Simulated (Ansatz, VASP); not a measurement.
# One calculation of B2SbI3, two programs

```
B Sb I
1.0
     4.37153    0.00000    0.00000
     0.00000    4.37153    0.00000
     0.00000    0.00000    9.63090
B Sb I
2 1 3
Direct
  0.00000 0.50000 0.73150
  0.50000 0.00000 0.26850
  0.00000 0.00000 0.00000
  0.00000 0.50000 0.38350
  0.50000 0.00000 0.61650
  0.50000 0.50000 0.00000
```

Change from the starting cell: species swapped into the Ti2CuSb3 type (P-4m2, No. 115).

Alike in both runs: task relaxation of cell and atoms; functional PBE; k mesh 4 × 4 × 2; occupations gaussian, width 0.1 eV; no spin polarisation.

|  | VASP | Ansatz |
| --- | --- | --- |
| version | VASP 6.6.1 | Ansatz 0.2.0 |
| potentials or method | VASP PAW PBE potentials, release 64 (B, Sb, I), cutoff 600 eV | scalar-relativistic, plane waves, PAW |
| valence electrons in the cell | 32 | 72 |

Ansatz gave:

```
gap on the k mesh at the Fermi level, each at its own relaxed structure (eV) : none
relaxed volume (Å³/atom)                                                     : 31.62
relaxed length of the cell vector where the two differ most in proportion (Å)              : 10.355
```

**Question.** What did VASP give for the same quantities?

**Answer.** gap on the k mesh at the Fermi level, each at its own relaxed structure (eV): none; relaxed volume (Å³/atom): 31.37; relaxed length of the cell vector where the two differ most in proportion (Å): 10.286.

A gap of «none» marks a metal or a gap that the smearing closes. VASP's potentials hold 32 valence electrons a cell and Ansatz's 72, so a difference there can come from the potentials and not from the codes.

Spin-orbit coupling is off throughout.
